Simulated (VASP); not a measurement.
# TiAl (Pm-3m) in VASP: further runs

TiAl is run at these levels: PBE; tasks: single point.

Everything below comes from runs of VASP 6.6.1. Logs are shortened: lines on timing, memory, paths and dates and some standing lists are left out, and cuts for length are marked.

## 1. The cell of the first run

The structure is cubic, space group Pm-3m (No. 221). The conventional cell has a = 3.200 Å, b = 3.200 Å, c = 3.200 Å, α = 90.00°, β = 90.00°, γ = 90.00°. Ti (site symmetry m-3m) has 8 Al at 2.77 Å and 6 Ti at 3.20 Å within 3.7 Å. Al (site symmetry m-3m) has 8 Ti at 2.77 Å and 6 Al at 3.20 Å within 3.7 Å.

## 2. Single point, PBE (volume scaled by 1.02)

INCAR reads:

```
ALGO = Normal
EDIFF = 1E-7
ENCUT = 520
GGA = PE
ISIF = 2
ISMEAR = -1
LASPH = True
LCHARG = False
LREAL = False
LWAVE = False
NBANDS = 14
NELM = 100
PREC = Accurate
SIGMA = 0.05
```

KPOINTS reads:

```
k-points
0
Gamma
  8 8 8
```

POSCAR reads:

```
TiAl
1.0
    3.2001180175      0.0000000000      0.0000000000
    0.0000000000      3.2001180175      0.0000000000
    0.0000000000      0.0000000000      3.2001180175
Ti Al
1 1
Direct
    0.0000000000      0.0000000000      0.0000000000
    0.5000000000      0.5000000000      0.5000000000
```

Potentials or basis: VASP PAW PBE potentials, release 64 (Ti_sv, Al).

Command:

```
$ cat potpaw_PBE.64/Ti_sv/POTCAR potpaw_PBE.64/Al/POTCAR > POTCAR
$ mpirun -np 1 vasp_std > vasp.out
```

OUTCAR:

```text
EDIFF = 1E-7
   ENCUT = 520
   GGA = PE
   ISIF = 2
   ISMEAR = -1
   LASPH = True
   LREAL = False
   NELM = 100
   PREC = Accurate

 ion  position               nearest neighbor table
   1  0.000  0.000  0.000-   2 2.77   2 2.77   2 2.77   2 2.77   2 2.77   2 2.77   2 2.77   2 2.77

   2  0.500  0.500  0.500-   1 2.77   1 2.77   1 2.77   1 2.77   1 2.77   1 2.77   1 2.77   1 2.77

  LATTYP: Found a simple cubic cell.
 ALAT       =     3.2001180175

  Lattice vectors:

 A1 = (   3.2001180175,   0.0000000000,   0.0000000000)
 A2 = (   0.0000000000,   3.2001180175,   0.0000000000)
 A3 = (   0.0000000000,   0.0000000000,   3.2001180175)

Analysis of symmetry for initial positions (statically):
=====================================================================
 Subroutine PRICEL returns:
 Original cell was already a primitive cell.

 Routine SETGRP: Setting up the symmetry group for a
 simple cubic supercell.

 Subroutine GETGRP returns: Found 48 space group operations
 (whereof 48 operations were pure point group operations)
 out of a pool of 48 trial point group operations.

The static configuration has the point symmetry O_h .

Analysis of symmetry for dynamics (positions and initial velocities):
=====================================================================
 Subroutine PRICEL returns:
 Original cell was already a primitive cell.

 Routine SETGRP: Setting up the symmetry group for a
 simple cubic supercell.

 Subroutine GETGRP returns: Found 48 space group operations
 (whereof 48 operations were pure point group operations)
 out of a pool of 48 trial point group operations.

The dynamic configuration has the point symmetry O_h .

 Subroutine INISYM returns: Found 48 space group operations
 (whereof 48 operations are pure point group operations),
 and found     1 'primitive' translations

----------------------------------------------------------------------------------------

                                     Primitive cell

  volume of cell :      32.7716

  direct lattice vectors                    reciprocal lattice vectors
     3.200118017  0.000000000  0.000000000     0.312488475  0.000000000  0.000000000
     0.000000000  3.200118017  0.000000000     0.000000000  0.312488475  0.000000000
     0.000000000  0.000000000  3.200118017     0.000000000  0.000000000  0.312488475

  length of vectors
     3.200118017  3.200118017  3.200118017     0.312488475  0.312488475  0.312488475

  position of ions in fractional coordinates (direct lattice)
     0.000000000  0.000000000  0.000000000
     0.500000000  0.500000000  0.500000000

  ion indices of the primitive-cell ions
   primitive index   ion index
                 1           1
                 2           2

----------------------------------------------------------------------------------------

 KPOINTS: k-points

Automatic generation of k-mesh.
 Grid dimensions read from file:
 generate k-points for:    8    8    8

 Generating k-lattice:

  Cartesian coordinates                     Fractional coordinates (reciprocal lattice)
     0.039061059  0.000000000  0.000000000     0.125000000  0.000000000  0.000000000
     0.000000000  0.039061059  0.000000000     0.000000000  0.125000000  0.000000000
     0.000000000  0.000000000  0.039061059     0.000000000  0.000000000  0.125000000

  Length of vectors
     0.039061059  0.039061059  0.039061059

  Shift w.r.t. Gamma in fractional coordinates (k-lattice)
     0.000000000  0.000000000  0.000000000

 Subroutine IBZKPT returns following result:
 ===========================================

 Found     35 irreducible k-points:

 Following reciprocal coordinates:
            Coordinates               Weight
  0.000000  0.000000  0.000000      1.000000
  0.125000  0.000000  0.000000      6.000000
  0.250000  0.000000  0.000000      6.000000
  0.375000  0.000000  0.000000      6.000000
  0.500000  0.000000  0.000000      3.000000
  0.125000  0.125000  0.000000     12.000000
[... 16 lines left out ...]
  0.375000  0.375000  0.125000     24.000000
  0.500000  0.375000  0.125000     24.000000
 [... further k-points ...]
   k-points           NKPTS =     35   k-points in BZ     NKDIM =     35   number of bands    NBANDS=     14
   number of dos      NEDOS =    301   number of ions     NIONS =      2
   total plane-waves  NPLWV =  13824
   dimension x,y,z NGX =    24 NGY =   24 NGZ =   24
   dimension x,y,z NGXF=    48 NGYF=   48 NGZF=   48
   ions per type =               1   1
   NGX,Y,Z   is equivalent  to a cutoff of  12.47, 12.47, 12.47 a.u.
   NGXF,Y,Z  is equivalent  to a cutoff of  24.94, 24.94, 24.94 a.u.
 SYSTEM =  unknown system
   PREC   = accura    normal or accurate (medium, high low for compatibility)
   ISTART =      0    job   : 0-new  1-cont  2-samecut
   ICHARG =      2    charge: 1-file 2-atom 10-const
   ISPIN  =      1    spin polarized calculation?
   LNONCOLLINEAR =      F non collinear calculations
   LSORBIT =      F    spin-orbit coupling
   LASPH  =      T    aspherical Exc in radial PAW
   ENCUT  =  520.0 eV  38.22 Ry    6.18 a.u.   5.95  5.95  5.95*2*pi/ulx,y,z
   NELM   =    100;   NELMIN=  2; NELMDL= -5     # of ELM steps
   EDIFF  = 0.1E-06   stopping-criterion for ELM
   LREAL  =      F    real-space projection
   EDIFFG = 0.1E-05   stopping-criterion for IOM
   NSW    =      0    number of steps for IOM
   IBRION =     -1    ionic relax: 0-MD 1-quasi-New 2-CG
   NFREE  =      0    steps in history (QN), initial steepest desc. (CG)
   ISIF   =      2    stress and relaxation
   ISYM   =      2    0-nonsym 1-usesym 2-fastsym
   POTIM  = 0.5000    time-step for ionic-motion
   TEBEG  =    0.0;   TEEND  =   0.0 temperature during run
   PSTRESS=    0.0 pullay stress
   NELECT =      15.0000    total number of electrons
   NUPDOWN=      -1.0000    fix difference up-down
   EMIN   =  10.00;   EMAX   =-10.00  energy-range for DOS
   EFERMI =   0.00;   METHOD = LEGACY
   ISMEAR =    -1;   SIGMA  =   0.05  broadening in eV -4-tet -1-fermi 0-gaus
   EFERMI_NEDOS =   21; number of points for ismear=-14 and -15
   IALGO  =     38    algorithm
   IMIX   =      4    mixing-type and parameters
     AMIX     =   0.40;   BMIX     =  1.00
     AMIX_MAG =   1.60;   BMIX_MAG =  1.00
  volume/ion in A,a.u.               =      16.39       110.58
  Fermi-wavevector in a.u.,A,eV,Ry     =   1.261651  2.384175 21.657256  1.591763
  Thomas-Fermi vector in A             =   2.395099
   LORBIT       =      0    0 simple, 1 ext, 2 COOP (PROOUT), +10 PAW based schemes
   GGA     = PE    functional components
   LHFCALC =     F    Hartree Fock is set to
   AEXX    =    0.0000 exact exchange contribution
   IVDW    =     0    specifies the selected vdW correction
   LEPSILON=     F    determine dielectric tensor
   LRPA    =     F    only Hartree local field effects (RPA)
 non-spin polarized calculation
  energy-cutoff  :      520.00
  volume of cell :       32.77
 maximum number of plane-waves:       912
 NGX is ok and might be reduce to    24
   NGX = 11   NGY = 11   NGZ = 11

 number of electron      14.9999995 magnetization

 Free energy of the ion-electron system (eV)
  ---------------------------------------------------
  ext. energy  EPLUGINS =         0.00000000
  ---------------------------------------------------
  free energy    TOTEN  =       -12.11375702 eV

  energy without entropy =      -12.09028557  energy(sigma->0) =      -12.10202129

 E-fermi :   8.5677     XC(G=0): -11.0022

 val. band max:        8.5439521592   @ k =   0.3750   0.1250   0.1250
 cond. band min:       8.5690137456   @ k =   0.3750   0.3750   0.2500
 fundamental gap:      0.0250615864
 Fermi energy:         8.5677269621

 k-point     1 :       0.0000    0.0000    0.0000
  band No.  band energies     occupation
      1     -48.3727      2.00000
      2     -24.5751      2.00000
      3     -24.5751      2.00000
      4     -24.5751      2.00000
      5      -0.6207      2.00000
      6       7.1724      2.00000
      7       7.1724      2.00000
      8      10.3257      0.00000
      9      10.3257      0.00000
     10      10.3257      0.00000
     11      12.8864      0.00000
     12      12.8864      0.00000
     13      12.8864      0.00000
     14      17.2509      0.00000

 k-point     2 :       0.1250    0.0000    0.0000
  band No.  band energies     occupation
      1     -48.3707      2.00000
      2     -24.5985      2.00000
      3     -24.5731      2.00000
      4     -24.5731      2.00000
      5      -0.3766      2.00000
      6       7.0172      2.00000
      7       7.2797      2.00000
      8       9.9538      0.00000
      9       9.9538      0.00000
     10      10.3537      0.00000
     11      12.0324      0.00000
     12      13.4415      0.00000
     13      13.4415      0.00000
     14      16.9440      0.00000

 k-point     3 :       0.2500    0.0000    0.0000
  band No.  band energies     occupation
      1     -48.3660      2.00000
      2     -24.6547      2.00000
      3     -24.5681      2.00000
      4     -24.5681      2.00000
      5       0.3351      2.00000
      6       6.2239      2.00000
      7       7.5613      2.00000
      8       9.3330      0.00000
      9       9.3330      0.00000
     10      10.4223      0.00000
     11      11.2303      0.00000
     12      14.6348      0.00000
     13      14.6348      0.00000
     14      16.1835      0.00000
[... 324 lines left out ...]
 k-point    23 :       0.3750    0.3750    0.1250
  band No.  band energies     occupation
      1     -48.3481      2.00000
      2     -24.6909      2.00000
      3     -24.6886      2.00000
      4     -24.5730      2.00000
      5       3.0887      2.00000
      6       5.9488      2.00000
      7       6.4495      2.00000
      8       8.2626      1.99553
      9       9.2619      0.00000
     10       9.4770      0.00000
     11      11.4624      0.00000
     12      12.9106      0.00000
     13      14.3315      0.00000
     14      15.6389      0.00000

 k-point    24 :       0.5000    0.3750    0.1250
  band No.  band energies     occupation
      1     -48.3462      2.00000
      2     -24.7115      2.00000
      3     -24.6867      2.00000
      4     -24.5708      2.00000
      5       3.5558      2.00000
      6       5.5797      2.00000
      7       6.6287      2.00000
      8       7.9963      1.99998
      9       9.4427      0.00000
     10       9.4667      0.00000
     11      11.3281      0.00000
     12      13.0837      0.00000
     13      13.5419      0.00000
     14      15.8370      0.00000

 [... further k-points ...]
[... 5 lines left out ...]
  --------------------------------------------------------------------------------------
  -------------------------------------------------------------------------------------
  Total       -0.2757737     -0.2757737     -0.2757737     -0.0000000     -0.0000000      0.0000000
  in kB      -13.4823444    -13.4823444    -13.4823444     -0.0000000     -0.0000000      0.0000000
  external PRESSURE =     -13.4823444 kB  Pullay stress =       0.0000000 kB

 VOLUME and BASIS-vectors are now :
 -----------------------------------------------------------------------------
  energy-cutoff  :      520.00
  volume of cell :       32.77
      direct lattice vectors                 reciprocal lattice vectors
     3.200118017  0.000000000  0.000000000     0.312488475  0.000000000  0.000000000
     0.000000000  3.200118017  0.000000000     0.000000000  0.312488475  0.000000000
     0.000000000  0.000000000  3.200118017     0.000000000  0.000000000  0.312488475

 POSITION                                       TOTAL-FORCE (eV/Angst)
 -----------------------------------------------------------------------------------
      0.00000      0.00000      0.00000         0.000000      0.000000      0.000000
      1.60006      1.60006      1.60006         0.000000      0.000000      0.000000
 -----------------------------------------------------------------------------------
    total drift:                                0.000000      0.000000      0.000000

  FREE ENERGIE OF THE ION-ELECTRON SYSTEM (eV)
  ---------------------------------------------------
  free  energy   TOTEN  =       -12.1137570153 eV

  energy  without entropy=      -12.0902855706  energy(sigma->0) =      -12.10202129
```

It took 4.8 s on 1 thread of Intel Xeon 6975P-C (Granite Rapids), shared host; peak memory 0.14 GiB.

Results:

```yaml
Free_energy: -12.1138 eV
Pressure: -1.3 GPa
```

Levels at points of the mesh, in eV from the Fermi level:
```tsv
k point	band 5	band 6	band 7	band 8	band 9	band 10
(0.00, 0.00, 0.00)	-9.19	-1.40	-1.40	1.76	1.76	1.76
(0.50, 0.00, 0.00)	-6.01	-5.13	-0.53	0.15	0.15	1.95
(0.50, 0.50, 0.00)	-4.96	-2.10	-2.10	-1.44	0.70	0.70
(0.50, 0.50, 0.50)	-3.03	-3.03	-3.03	0.51	2.71	2.71
```

(Continued in part 2 of 2.)
